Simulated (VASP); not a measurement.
# SiGe (P6_3mc) in VASP: notebook

Runs on SiGe. Level: r2SCAN. Tasks: single point.

All numbers are computed with VASP 6.6.1; they aren't measurements. Logs are shortened: lines on timing, memory, paths and dates and some standing lists are left out, and cuts for length are marked.

### Step 1. The cell of the first run

Symmetry: P6_3mc, No. 186, hexagonal system. The conventional cell has a = 3.904 Å, b = 3.904 Å, c = 6.451 Å, α = 90.00°, β = 90.00°, γ = 120.00°. Si (site symmetry 3m) has 4 Ge at 2.40 to 2.41 Å within 3.2 Å. Ge (site symmetry 3m) has 4 Si at 2.40 to 2.41 Å within 3.2 Å.

### Step 2. Single point, r2SCAN

Input file POSCAR:

```
SiGe
1.0
    3.9044512986      0.0000000000      0.0000000000
   -1.9522256493      3.3813540124      0.0000000000
    0.0000000000      0.0000000000      6.4507830000
Si Ge
2 2
Direct
    0.6666666700      0.3333333300      0.8746070000
    0.3333333300      0.6666666700      0.3746070000
    0.6666666700      0.3333333300      0.5003920000
    0.3333333300      0.6666666700      0.0003920000
```

Input file INCAR.step1:

```
PREC     = Accurate       # precision mode
ENCUT    = 520            # plane-wave cutoff, eV
ISMEAR   = 0              # smearing method
SIGMA    = 0.1            # smearing width, eV
LREAL    = F              # projectors in reciprocal space
LASPH    = T              # aspherical terms in the spheres
NELM     = 100            # most SCF steps
NBANDS   = 26             # bands
GGA      = PE             # functional
ALGO     = Normal         # electronic algorithm
EDIFF    = 1E-4           # SCF threshold, eV
LWAVE    = T              # write WAVECAR
LCHARG   = F              # write CHGCAR
```

Input file INCAR.step2:

```
PREC     = Accurate       # precision mode
ENCUT    = 520            # plane-wave cutoff, eV
EDIFF    = 1E-6           # SCF threshold, eV
ISMEAR   = 0              # smearing method
SIGMA    = 0.1            # smearing width, eV
LREAL    = F              # projectors in reciprocal space
LASPH    = T              # aspherical terms in the spheres
NELM     = 100            # most SCF steps
ALGO     = Normal         # electronic algorithm
ISIF     = 2              # what is computed and relaxed
LWAVE    = F              # write WAVECAR
LCHARG   = F              # write CHGCAR
METAGGA  = R2SCAN         # meta-GGA
LMIXTAU  = T            
NBANDS   = 26             # bands
ISTART   = 1
```

Input file KPOINTS:

```
Automatic mesh
0
Gamma
  6 6 4
```

Potentials or basis: VASP PAW PBE potentials, release 64 (Si, Ge_d).

Command:

```console
$ cat potpaw_PBE.64/Si/POTCAR potpaw_PBE.64/Ge_d/POTCAR > POTCAR
$ cp INCAR.step1 INCAR
$ mpirun -np 1 vasp_std > vasp.out
$ cp INCAR.step2 INCAR
$ mpirun -np 1 vasp_std > vasp.out
```

OUTCAR:

```text
PREC = Accurate
   ENCUT = 520
   EDIFF = 1E-6
   ISMEAR = 0
   LREAL = F
   LASPH = T
   NELM = 100
   ISIF = 2
   METAGGA = R2SCAN
   ISTART = 1

 ion  position               nearest neighbor table
   1  0.667  0.333  0.875-   4 2.40   4 2.40   4 2.40   3 2.41
   2  0.333  0.667  0.375-   3 2.40   3 2.40   3 2.40   4 2.41
   3  0.667  0.333  0.500-   2 2.40   2 2.40   2 2.40   1 2.41
   4  0.333  0.667  0.000-   1 2.40   1 2.40   1 2.40   2 2.41

  LATTYP: Found a hexagonal cell.
 ALAT       =     3.9044512986
 C/A-ratio  =     1.6521612146

  Lattice vectors:

 A1 = (   3.9044512986,   0.0000000000,   0.0000000000)
 A2 = (  -1.9522256493,   3.3813540124,   0.0000000000)
 A3 = (   0.0000000000,   0.0000000000,   6.4507830000)

Analysis of symmetry for initial positions (statically):
=====================================================================
 Subroutine PRICEL returns:
 Original cell was already a primitive cell.

 Routine SETGRP: Setting up the symmetry group for a
 hexagonal supercell.

 Subroutine GETGRP returns: Found 12 space group operations
 (whereof  6 operations were pure point group operations)
 out of a pool of 24 trial point group operations.

The static configuration has the point symmetry C_3v.
 The point group associated with its full space group is C_6v.

Analysis of symmetry for dynamics (positions and initial velocities):
=====================================================================
 Subroutine PRICEL returns:
 Original cell was already a primitive cell.

 Routine SETGRP: Setting up the symmetry group for a
 hexagonal supercell.

 Subroutine GETGRP returns: Found 12 space group operations
 (whereof  6 operations were pure point group operations)
 out of a pool of 24 trial point group operations.

The dynamic configuration has the point symmetry C_3v.
 The point group associated with its full space group is C_6v.

 Subroutine INISYM returns: Found 12 space group operations
 (whereof  6 operations are pure point group operations),
 and found     1 'primitive' translations

----------------------------------------------------------------------------------------

                                     Primitive cell

  volume of cell :      85.1654

  direct lattice vectors                    reciprocal lattice vectors
     3.904451299  0.000000000  0.000000000     0.256117934  0.147869758  0.000000000
    -1.952225649  3.381354012  0.000000000     0.000000000  0.295739516  0.000000000
     0.000000000  0.000000000  6.450783000     0.000000000  0.000000000  0.155019941

  length of vectors
     3.904451299  3.904451299  6.450783000     0.295739516  0.295739516  0.155019941

  position of ions in fractional coordinates (direct lattice)
     0.666666670  0.333333330  0.874607000
     0.333333330  0.666666670  0.374607000
     0.666666670  0.333333330  0.500392000
     0.333333330  0.666666670  0.000392000

  ion indices of the primitive-cell ions
   primitive index   ion index
                 1           1
                 2           2
                 3           3
                 4           4

----------------------------------------------------------------------------------------

 KPOINTS: Automatic mesh

Automatic generation of k-mesh.
 Grid dimensions read from file:
 generate k-points for:    6    6    4

 Generating k-lattice:

  Cartesian coordinates                     Fractional coordinates (reciprocal lattice)
     0.042686322  0.024644960  0.000000000     0.166666667  0.000000000  0.000000000
     0.000000000  0.049289919  0.000000000     0.000000000  0.166666667  0.000000000
     0.000000000  0.000000000  0.038754985     0.000000000  0.000000000  0.250000000

  Length of vectors
     0.049289919  0.049289919  0.038754985

  Shift w.r.t. Gamma in fractional coordinates (k-lattice)
     0.000000000  0.000000000  0.000000000

 Subroutine IBZKPT returns following result:
 ===========================================

 Found     21 irreducible k-points:

 Following reciprocal coordinates:
            Coordinates               Weight
  0.000000  0.000000  0.000000      1.000000
  0.166667  0.000000  0.000000      6.000000
  0.333333  0.000000  0.000000      6.000000
  0.500000  0.000000  0.000000      3.000000
  0.166667  0.166667  0.000000      6.000000
  0.333333  0.166667  0.000000     12.000000
[... 13 lines left out ...]
  0.333333  0.166667  0.500000     12.000000
  0.333333  0.333333  0.500000      2.000000
   k-points           NKPTS =     21   k-points in BZ     NKDIM =     21   number of bands    NBANDS=     26
   number of dos      NEDOS =    301   number of ions     NIONS =      4
   total plane-waves  NPLWV =  43200
   dimension x,y,z NGX =    30 NGY =   30 NGZ =   48
   dimension x,y,z NGXF=    60 NGYF=   60 NGZF=   96
   ions per type =               2   2
   NGX,Y,Z   is equivalent  to a cutoff of  12.77, 12.77, 12.37 a.u.
   NGXF,Y,Z  is equivalent  to a cutoff of  25.55, 25.55, 24.74 a.u.
 SYSTEM =  unknown system
   PREC   = accura    normal or accurate (medium, high low for compatibility)
   ISTART =      1    job   : 0-new  1-cont  2-samecut
   ICHARG =      0    charge: 1-file 2-atom 10-const
   ISPIN  =      1    spin polarized calculation?
   LNONCOLLINEAR =      F non collinear calculations
   LSORBIT =      F    spin-orbit coupling
   LASPH  =      T    aspherical Exc in radial PAW
   ENCUT  =  520.0 eV  38.22 Ry    6.18 a.u.   7.26  7.26 11.99*2*pi/ulx,y,z
   NELM   =    100;   NELMIN=  2; NELMDL=  0     # of ELM steps
   EDIFF  = 0.1E-05   stopping-criterion for ELM
   LREAL  =      F    real-space projection
   EDIFFG = 0.1E-04   stopping-criterion for IOM
   NSW    =      0    number of steps for IOM
   IBRION =     -1    ionic relax: 0-MD 1-quasi-New 2-CG
   NFREE  =      0    steps in history (QN), initial steepest desc. (CG)
   ISIF   =      2    stress and relaxation
   ISYM   =      2    0-nonsym 1-usesym 2-fastsym
   POTIM  = 0.5000    time-step for ionic-motion
   TEBEG  =    0.0;   TEEND  =   0.0 temperature during run
   PSTRESS=    0.0 pullay stress
   NELECT =      36.0000    total number of electrons
   NUPDOWN=      -1.0000    fix difference up-down
   EMIN   =  10.00;   EMAX   =-10.00  energy-range for DOS
   EFERMI =   0.00;   METHOD = LEGACY
   ISMEAR =     0;   SIGMA  =   0.10  broadening in eV -4-tet -1-fermi 0-gaus
   EFERMI_NEDOS =   21; number of points for ismear=-14 and -15
   IALGO  =     38    algorithm
   IMIX   =      4    mixing-type and parameters
     AMIX     =   0.40;   BMIX     =  1.00
     AMIX_MAG =   1.60;   BMIX_MAG =  1.00
  volume/ion in A,a.u.               =      21.29       143.68
  Fermi-wavevector in a.u.,A,eV,Ry     =   1.228631  2.321775 20.538443  1.509533
  Thomas-Fermi vector in A             =   2.363549
   LORBIT       =      0    0 simple, 1 ext, 2 COOP (PROOUT), +10 PAW based schemes
   METAGGA = R2SCAN    functional components
   LHFCALC =     F    Hartree Fock is set to
   AEXX    =    0.0000 exact exchange contribution
   IVDW    =     0    specifies the selected vdW correction
   LEPSILON=     F    determine dielectric tensor
   LRPA    =     F    only Hartree local field effects (RPA)
 non-spin polarized calculation
 Gauss-broadening in eV      SIGMA  =   0.10
  energy-cutoff  :      520.00
  volume of cell :       85.17
 maximum number of plane-waves:      2316
 NGX is ok and might be reduce to    30
   NGX = 15   NGY = 15   NGZ = 23

 number of electron      35.9999968 magnetization

 Free energy of the ion-electron system (eV)
  ---------------------------------------------------
  ext. energy  EPLUGINS =         0.00000000
  ---------------------------------------------------
  free energy    TOTEN  =       -45.14729738 eV

  energy without entropy =      -45.14729734  energy(sigma->0) =      -45.14729736

 E-fermi :   5.8067     XC(G=0): -10.3734

 val. band max:        5.4794525745   @ k =   0.0000   0.0000   0.0000
 cond. band min:       6.1399452960   @ k =   0.5000   0.0000   0.0000
 fundamental gap:      0.6604927215
 Fermi energy:         5.8067408839

 k-point     1 :       0.0000    0.0000    0.0000
  band No.  band energies     occupation
      1     -19.7428      2.00000
      2     -19.7428      2.00000
      3     -19.7380      2.00000
      4     -19.7380      2.00000
      5     -19.7346      2.00000
      6     -19.7346      2.00000
[... 18 lines left out ...]
     25      10.0629      0.00000
     26      12.4422      0.00000

 k-point     2 :       0.1667    0.0000    0.0000
  band No.  band energies     occupation
      1     -19.7431      2.00000
      2     -19.7413      2.00000
      3     -19.7385      2.00000
      4     -19.7365      2.00000
      5     -19.7338      2.00000
      6     -19.7328      2.00000
[... 18 lines left out ...]
     25      11.1128      0.00000
     26      11.2597      0.00000

 k-point     3 :       0.3333    0.0000    0.0000
  band No.  band energies     occupation
      1     -19.7450      2.00000
      2     -19.7400      2.00000
      3     -19.7380      2.00000
      4     -19.7342      2.00000
      5     -19.7312      2.00000
      6     -19.7294      2.00000
[... 18 lines left out ...]
     25      12.6684      0.00000
     26      13.4225      0.00000

 k-point     4 :       0.5000    0.0000    0.0000
  band No.  band energies     occupation
      1     -19.7461      2.00000
      2     -19.7407      2.00000
      3     -19.7366      2.00000
      4     -19.7333      2.00000
      5     -19.7296      2.00000
      6     -19.7279      2.00000
[... 18 lines left out ...]
     25      12.9427      0.00000
     26      14.2290      0.00000
[... 409 lines left out ...]
      1     -19.7428      2.00000
      2     -19.7428      2.00000
      3     -19.7349      2.00000
      4     -19.7349      2.00000
      5     -19.7322      2.00000
      6     -19.7322      2.00000
[... 18 lines left out ...]
     25      11.5017      0.00000
     26      11.5017      0.00000

 k-point    20 :       0.3333    0.1667    0.5000
  band No.  band energies     occupation
      1     -19.7431      2.00000
      2     -19.7431      2.00000
      3     -19.7329      2.00000
      4     -19.7329      2.00000
      5     -19.7308      2.00000
      6     -19.7308      2.00000
[... 18 lines left out ...]
     25      12.7470      0.00000
     26      12.7470      0.00000

 k-point    21 :       0.3333    0.3333    0.5000
  band No.  band energies     occupation
      1     -19.7420      2.00000
      2     -19.7420      2.00000
      3     -19.7319      2.00000
      4     -19.7319      2.00000
      5     -19.7316      2.00000
      6     -19.7316      2.00000
[... 18 lines left out ...]
     25      12.7474      0.00000
     26      12.7475      0.00000

------------------------ aborting loop because EDIFF is reached ----------------------------------------

  FORCE on cell =-STRESS in cart. coord.  units (eV):
  Direction    XX          YY          ZZ          XY          YZ          ZX
  --------------------------------------------------------------------------------------
  -------------------------------------------------------------------------------------
  Total        0.0309101      0.0309101     -0.0615343      0.0000000      0.0000000      0.0000000
  in kB        0.5814974      0.5814974     -1.1576160      0.0000000      0.0000000      0.0000000
  external PRESSURE =       0.0017929 kB  Pullay stress =       0.0000000 kB

 VOLUME and BASIS-vectors are now :
 -----------------------------------------------------------------------------
  energy-cutoff  :      520.00
  volume of cell :       85.17
      direct lattice vectors                 reciprocal lattice vectors
     3.904451299  0.000000000  0.000000000     0.256117934  0.147869758  0.000000000
    -1.952225649  3.381354012  0.000000000     0.000000000  0.295739516  0.000000000
     0.000000000  0.000000000  6.450783000     0.000000000  0.000000000  0.155019941

 POSITION                                       TOTAL-FORCE (eV/Angst)
 -----------------------------------------------------------------------------------
      1.95223      1.12712      5.64190        -0.000000     -0.000000     -0.016614
     -0.00000      2.25424      2.41651         0.000000     -0.000000     -0.016614
      1.95223      1.12712      3.22792         0.000000     -0.000000      0.016614
     -0.00000      2.25424      0.00253        -0.000000      0.000000      0.016614
 -----------------------------------------------------------------------------------
    total drift:                                0.000001     -0.000001      0.019167

  FREE ENERGIE OF THE ION-ELECTRON SYSTEM (eV)
  ---------------------------------------------------
  free  energy   TOTEN  =       -45.1472973780 eV

  energy  without entropy=      -45.1472973429  energy(sigma->0) =      -45.14729736
```

Run time: 2.1 min. Hardware: 1 thread of Intel Xeon Platinum 8488C (Sapphire Rapids), shared host; peak memory 0.22 GiB.

Results:

| Quantity | Value |
| --- | --- |
| Free energy | -45.1473 eV |
| Pressure | 0.0 GPa |
| Largest force | 0.017 eV/Å |
| Band gap on the k mesh | 0.66 eV, indirect (least direct gap 0.78 eV) |

Forces in eV/Å, atoms in the order of the input:
```
Si   0.000  0.000 -0.017
Si   0.000  0.000 -0.017
Ge   0.000  0.000  0.017
Ge   0.000  0.000  0.017
```

Levels at points of the mesh, in eV from the valence-band top:
```
           k point  band 14  band 15  band 16  band 17  band 18  band 19  band 20  band 21  band 22  band 23
(0.00, 0.00, 0.00)    -1.66    -1.66    -0.32     0.00     0.00     0.78     1.93     2.24     2.24     2.94
(0.50, 0.00, 0.00)    -6.63    -4.91    -3.32    -3.08    -1.61     0.66     2.34     3.55     3.61     4.54
(0.00, 0.00, 0.50)    -4.69    -1.01    -1.01    -1.01    -1.01     1.58     1.58     3.34     3.34     3.34
(0.50, 0.00, 0.50)    -7.87    -2.70    -2.70    -2.63    -2.63     0.93     0.93     2.12     2.12     6.20
```

Caveat: the PAW data sets were made with another functional, which shifts forces and pressure a little. A k mesh can miss the band edges.

### Step 3. Single point, r2SCAN

This run uses another cell than the first one, of 17.08 Å³/atom, 0.802 times its volume.

Input file POSCAR:

```
SiGe
1.0
    3.6189718859      0.0000000000      0.0000000000
   -1.8094859429      3.1341215888      0.0000000000
    0.0000000000      0.0000000000      6.0217153012
Si Ge
2 2
Direct
    0.6666666667      0.3333333333      0.8733248664
    0.3333333333      0.6666666667      0.3733248664
    0.6666666667      0.3333333333      0.5016741336
    0.3333333333      0.6666666667      0.0016741336
```

Input file INCAR.step1:

```
SYSTEM = SiGe
ALGO = Normal
EDIFF = 1E-4
ENCUT = 520
GGA = PE
ISMEAR = 0
LASPH = .TRUE.
LCHARG = .FALSE.
LREAL = .FALSE.
LWAVE = .TRUE.
NBANDS = 26
NELM = 100
PREC = Accurate
SIGMA = 0.02
```

Input file INCAR.step2:

```
SYSTEM = SiGe
ALGO = Normal
EDIFF = 1E-7
ENCUT = 520
ISIF = 2
ISMEAR = 0
ISTART = 1
LASPH = .TRUE.
LCHARG = .TRUE.
LELF = .TRUE.
LMIXTAU = .TRUE.
LREAL = .FALSE.
LVHAR = .TRUE.
LWAVE = .FALSE.
METAGGA = R2SCAN
NBANDS = 26
NELM = 100
PREC = Accurate
SIGMA = 0.02
```

Input file KPOINTS:

```
k-points
0
G
  12 12 6
  0 0 0
```

Potentials or basis: VASP PAW PBE potentials, release 64 (Si, Ge_d).

Command:

```console
$ cat potpaw_PBE.64/Si/POTCAR potpaw_PBE.64/Ge_d/POTCAR > POTCAR
$ cp INCAR.step1 INCAR
$ mpirun -np 1 vasp_std > vasp.out
$ cp INCAR.step2 INCAR
$ mpirun -np 1 vasp_std > vasp.out
```

It took 7.8 min on 1 thread of Intel Xeon Platinum 8259CL at 2.50GHz (Skylake/Cascade Lake), shared host; peak memory 0.26 GiB.

Results (log left out):

- Free energy: -43.8710 eV
- Pressure: 29.9 GPa
- Largest force: 0.003 eV/Å
- Band gap on the k mesh: 0.22 eV, indirect (least direct gap 1.52 eV)

Forces in eV/Å, atoms in the order of the input:
```
Si   0.000  0.000 -0.003
Si   0.000  0.000 -0.003
Ge   0.000  0.000  0.003
Ge   0.000  0.000  0.003
```

Levels at points of the mesh, in eV from the valence-band top:
```csv
k point,band 15,band 16,band 17,band 18,band 19,band 20,band 21,band 22
"(0.00, 0.00, 0.00)",-2.08,-0.63,0.00,0.00,1.52,2.06,2.06,2.46
"(0.50, 0.00, 0.00)",-6.27,-4.20,-4.17,-2.03,0.22,2.63,3.32,3.36
"(0.00, 0.00, 0.50)",-1.29,-1.29,-1.29,-1.29,2.33,2.33,3.30,3.30
"(0.50, 0.00, 0.50)",-3.44,-3.44,-3.35,-3.35,0.88,0.88,1.65,1.65
```

Caveat: the PAW data sets were made with another functional, which shifts forces and pressure a little. A k mesh can miss the band edges.
